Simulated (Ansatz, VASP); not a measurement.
# Ca in VASP and in Ansatz

```
CELL_PARAMETERS angstrom
0.00000 2.87327 2.87327
2.87327 0.00000 2.87327
2.87327 2.87327 0.00000
ATOMIC_POSITIONS crystal
Ca 0.00000 0.00000 0.00000
```

Alike in both runs: task single point; functional revPBE; k mesh 16 × 16 × 16; occupations fermi-dirac, width 0.1 eV; no spin polarisation.

```csv
,VASP,Ansatz
version,VASP 6.6.1,Ansatz 0.2.0
potentials or method,"VASP PAW PBE potentials, release 64 (Ca_sv), cutoff 520 eV","plane waves (420 eV) with PAW, scalar-relativistic"
valence electrons in the cell,10,10
```

|  | VASP | Ansatz | Ansatz less VASP |
| --- | --- | --- | --- |
| pressure (GPa) | -1.1 | -1.1 | +0.01 |

VASP's potentials were made for PBE, not for revPBE.
